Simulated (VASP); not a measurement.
# Y2Ti (I4/mmm) in VASP: single point with PBE

Aim: the single point of Y2Ti with PBE.

Program: VASP 6.6.1. These are calculated values, not measurements. Logs are shortened: lines on timing, memory, paths and dates and some standing lists are left out, and cuts for length are marked.

**1. The cell of the first run**

It takes space group I4/mmm (No. 139, tetragonal). The conventional cell has a = 7.336 Å, b = 7.336 Å, c = 6.341 Å, α = 90.00°, β = 90.00°, γ = 90.00°. Y (site symmetry m2m) has 7 Y at 2.84 to 3.75 Å and 2 Ti at 3.12 Å within 3.8 Å. Within 2.7 Å of Ti (site symmetry 4mm) lie 1 Ti at 2.02 Å.

The cell was generated, and may not be a known phase.

**2. Single point, PBE**

Contents of INCAR:

```
PREC     = Accurate       # precision mode
ENCUT    = 520            # plane-wave cutoff, eV
EDIFF    = 1E-6           # SCF threshold, eV
ISMEAR   = 0              # smearing method
SIGMA    = 0.1            # smearing width, eV
LREAL    = F              # projectors in reciprocal space
LASPH    = T              # aspherical terms in the spheres
NELM     = 80             # most SCF steps
ALGO     = Normal         # electronic algorithm
ISIF     = 2              # what is computed and relaxed
LWAVE    = F              # write WAVECAR
LCHARG   = F              # write CHGCAR
GGA      = PE             # functional
NBANDS   = 43             # bands
```

Contents of KPOINTS:

```
Automatic mesh
0
Gamma
  4 4 4
```

Contents of POSCAR:

```
Y2Ti
1.0
   -3.6678278816      3.6678278816      3.1705106660
    3.6678278816     -3.6678278816      3.1705106660
    3.6678278816      3.6678278816     -3.1705106660
Y Ti
4 2
Direct
    0.0000000000      0.3065675740      0.3065675740
    0.0000000000      0.6934324260      0.6934324260
    0.3065675740      0.0000000000      0.3065675740
    0.6934324260      0.0000000000      0.6934324260
    0.3404120827      0.3404120827      0.0000000000
    0.6595879173      0.6595879173      0.0000000000
```

Potentials or basis: VASP PAW PBE potentials, release 64 (Y_sv, Ti_sv).

On the command line:

```bash
$ cat potpaw_PBE.64/Y_sv/POTCAR potpaw_PBE.64/Ti_sv/POTCAR > POTCAR
$ mpirun -np 1 vasp_std > vasp.out
```

OUTCAR:

```text
PREC = Accurate
   ENCUT = 520
   EDIFF = 1E-6
   ISMEAR = 0
   LREAL = F
   LASPH = T
   NELM = 80
   ISIF = 2
   GGA = PE

 ion  position               nearest neighbor table
   1  0.000  0.307  0.307-   2 2.84   5 3.12   6 3.12   4 3.18   3 3.18   4 3.75   3 3.75   4 3.75
                             3 3.75
   2  0.000  0.693  0.693-   1 2.84   6 3.12   5 3.12   4 3.18   3 3.18   4 3.75   3 3.75   4 3.75
                             3 3.75
   3  0.307  0.000  0.307-   4 2.84   5 3.12   6 3.12   2 3.18   1 3.18   2 3.75   2 3.75   1 3.75
                             1 3.75
   4  0.693  0.000  0.693-   3 2.84   6 3.12   5 3.12   1 3.18   2 3.18   1 3.75   2 3.75   2 3.75
                             1 3.75
   5  0.340  0.340  0.000-   6 2.02   3 3.12   1 3.12   2 3.12   4 3.12
   6  0.660  0.660  0.000-   5 2.02   4 3.12   2 3.12   1 3.12   3 3.12

  LATTYP: Found a body centered tetragonal cell.
 ALAT       =     7.3356557632
 C/A-ratio  =     0.8644109725

  Lattice vectors:

 A1 = (  -3.6678278816,   3.6678278816,   3.1705106660)
 A2 = (   3.6678278816,  -3.6678278816,   3.1705106660)
 A3 = (   3.6678278816,   3.6678278816,  -3.1705106660)

Analysis of symmetry for initial positions (statically):
=====================================================================
 Subroutine PRICEL returns:
 Original cell was already a primitive cell.

 Routine SETGRP: Setting up the symmetry group for a
 body centered tetragonal supercell.

 Subroutine GETGRP returns: Found 16 space group operations
 (whereof 16 operations were pure point group operations)
 out of a pool of 16 trial point group operations.

The static configuration has the point symmetry D_4h.

Analysis of symmetry for dynamics (positions and initial velocities):
=====================================================================
 Subroutine PRICEL returns:
 Original cell was already a primitive cell.

 Routine SETGRP: Setting up the symmetry group for a
 body centered tetragonal supercell.

 Subroutine GETGRP returns: Found 16 space group operations
 (whereof 16 operations were pure point group operations)
 out of a pool of 16 trial point group operations.

The dynamic configuration has the point symmetry D_4h.

 Subroutine INISYM returns: Found 16 space group operations
 (whereof 16 operations are pure point group operations),
 and found     1 'primitive' translations

[... 86 lines left out ...]
   LSORBIT =      F    spin-orbit coupling
   LASPH  =      T    aspherical Exc in radial PAW
   ENCUT  =  520.0 eV  38.22 Ry    6.18 a.u.  11.30 11.30 11.30*2*pi/ulx,y,z
   NELM   =     80;   NELMIN=  2; NELMDL= -5     # of ELM steps
   EDIFF  = 0.1E-05   stopping-criterion for ELM
   LREAL  =      F    real-space projection
[... 7 lines left out ...]
   TEBEG  =    0.0;   TEEND  =   0.0 temperature during run
   PSTRESS=    0.0 pullay stress
   NELECT =      68.0000    total number of electrons
   NUPDOWN=      -1.0000    fix difference up-down
   EMIN   =  10.00;   EMAX   =-10.00  energy-range for DOS
   EFERMI =   0.00;   METHOD = LEGACY
   ISMEAR =     0;   SIGMA  =   0.10  broadening in eV -4-tet -1-fermi 0-gaus
   EFERMI_NEDOS =   21; number of points for ismear=-14 and -15
   IALGO  =     38    algorithm
   IMIX   =      4    mixing-type and parameters
     AMIX     =   0.40;   BMIX     =  1.00
     AMIX_MAG =   1.60;   BMIX_MAG =  1.00
  volume/ion in A,a.u.               =      28.44       191.89
  Fermi-wavevector in a.u.,A,eV,Ry     =   1.204783  2.276709 19.748879  1.451502
  Thomas-Fermi vector in A             =   2.340498
   LORBIT       =      0    0 simple, 1 ext, 2 COOP (PROOUT), +10 PAW based schemes
   GGA     = PE    functional components
   LHFCALC =     F    Hartree Fock is set to
   AEXX    =    0.0000 exact exchange contribution
   IVDW    =     0    specifies the selected vdW correction
   LEPSILON=     F    determine dielectric tensor
   LRPA    =     F    only Hartree local field effects (RPA)
 non-spin polarized calculation
 Gauss-broadening in eV      SIGMA  =   0.10
  energy-cutoff  :      520.00
  volume of cell :      170.61
 maximum number of plane-waves:      4623
 NGX is ok and might be reduce to    48
   NGX = 23   NGY = 23   NGZ = 23

 number of electron      68.0000009 magnetization

 Free energy of the ion-electron system (eV)
  ---------------------------------------------------
  ext. energy  EPLUGINS =         0.00000000
  ---------------------------------------------------
  free energy    TOTEN  =       -37.16704893 eV

  energy without entropy =      -37.11703938  energy(sigma->0) =      -37.14204415

 E-fermi :   3.5178     XC(G=0):  -9.6878

 val. band max:        3.5022306796   @ k =   0.2500   0.2500   0.2500
 cond. band min:       3.5187001782   @ k =   0.0000   0.0000   0.0000
 fundamental gap:      0.0164694985
 Fermi energy:         3.5178343784

 k-point     1 :       0.0000    0.0000    0.0000
  band No.  band energies     occupation
      1     -53.2051      2.00000
      2     -52.4708      2.00000
      3     -39.0012      2.00000
      4     -38.8903      2.00000
      5     -38.7971      2.00000
      6     -38.7971      2.00000
[... 587 lines left out ...]
     42       5.0970      0.00000
     43       5.7209      0.00000

------------------------ aborting loop because EDIFF is reached ----------------------------------------

  FORCE on cell =-STRESS in cart. coord.  units (eV):
  Direction    XX          YY          ZZ          XY          YZ          ZX
  --------------------------------------------------------------------------------------
  -------------------------------------------------------------------------------------
  Total        0.2205014      0.2205014      0.6466367      0.0000000     -0.0000000      0.0000000
  in kB        2.0706885      2.0706885      6.0724482      0.0000000     -0.0000000      0.0000000
  external PRESSURE =       3.4046084 kB  Pullay stress =       0.0000000 kB

 VOLUME and BASIS-vectors are now :
 -----------------------------------------------------------------------------
  energy-cutoff  :      520.00
  volume of cell :      170.61
      direct lattice vectors                 reciprocal lattice vectors
    -3.667827882  3.667827882  3.170510666     0.000000000  0.136320464  0.157703302
     3.667827882 -3.667827882  3.170510666     0.136320464  0.000000000  0.157703302
     3.667827882  3.667827882 -3.170510666     0.136320464  0.136320464  0.000000000

 POSITION                                       TOTAL-FORCE (eV/Angst)
 -----------------------------------------------------------------------------------
      2.24887      0.00000      0.00000        -0.022154     -0.000000      0.000000
      5.08678      0.00000      0.00000         0.022154     -0.000000      0.000000
      0.00000      2.24887      0.00000        -0.000000     -0.022154      0.000000
      0.00000      5.08678      0.00000        -0.000000      0.022154      0.000000
      0.00000      0.00000      2.15856         0.000000      0.000000     -0.356451
      0.00000      0.00000      4.18246         0.000000      0.000000      0.356451
 -----------------------------------------------------------------------------------
    total drift:                               -0.000000     -0.000000      0.000000

  FREE ENERGIE OF THE ION-ELECTRON SYSTEM (eV)
  ---------------------------------------------------
  free  energy   TOTEN  =       -37.1670489319 eV

  energy  without entropy=      -37.1170393773  energy(sigma->0) =      -37.14204415
```

OSZICAR:

```text
N       E                     dE             d eps       ncg     rms          rms(c)
DAV:   1     0.651006425671E+03    0.65101E+03   -0.33919E+04  1118   0.163E+03
DAV:   2     0.391506504039E+02   -0.61186E+03   -0.59859E+03  1127   0.482E+02
DAV:   3    -0.300499824337E+02   -0.69201E+02   -0.67262E+02  1811   0.124E+02
DAV:   4    -0.384119522299E+02   -0.83620E+01   -0.82005E+01  1796   0.363E+01
DAV:   5    -0.390571187467E+02   -0.64517E+00   -0.64380E+00  1633   0.851E+00    0.505E+01
DAV:   6    -0.379869487930E+02    0.10702E+01   -0.85356E+00  1555   0.145E+01    0.230E+01
DAV:   7    -0.425040054098E+02   -0.45171E+01   -0.37750E+01  1493   0.211E+01    0.331E+01
DAV:   8    -0.372021032780E+02    0.53019E+01   -0.19962E+01  1508   0.124E+01    0.863E+00
DAV:   9    -0.371620342136E+02    0.40069E-01   -0.14279E+00  1628   0.371E+00    0.210E+00
DAV:  10    -0.371680701902E+02   -0.60360E-02   -0.78054E-02  1526   0.120E+00    0.110E+00
DAV:  11    -0.371667366512E+02    0.13335E-02   -0.13521E-02  1660   0.559E-01    0.447E-01
DAV:  12    -0.371669851086E+02   -0.24846E-03   -0.14057E-03  1412   0.230E-01    0.985E-02
DAV:  13    -0.371670478814E+02   -0.62773E-04   -0.23836E-04  1756   0.711E-02    0.416E-02
DAV:  14    -0.371670470750E+02    0.80646E-06   -0.32798E-05  1620   0.269E-02    0.174E-02
DAV:  15    -0.371670493197E+02   -0.22448E-05   -0.30136E-06  1164   0.872E-03    0.141E-02
DAV:  16    -0.371670489319E+02    0.38783E-06   -0.23658E-06  1036   0.831E-03
   1 F= -.37167049E+02 E0= -.37142044E+02  d E =-.500096E-01
```

Run time: 98 s. Hardware: 1 thread of AMD EPYC 9R45 (Zen 5), shared host; peak memory 0.34 GiB.

Results:

* Free energy: -37.1670 eV
* Pressure: 0.3 GPa
* Largest force: 0.356 eV/Å
* Band gap on the k mesh: zero (bands 34 and 35 overlap by 0.40 eV)

Forces on the atoms (eV/Å):
```
Y   -0.022  0.000  0.000
Y    0.022  0.000  0.000
Y    0.000 -0.022  0.000
Y    0.000  0.022  0.000
Ti   0.000  0.000 -0.356
Ti   0.000  0.000  0.356
```

Caveat: atoms lie so close that the PAW spheres overlap strongly, which falsifies energies and pressures.
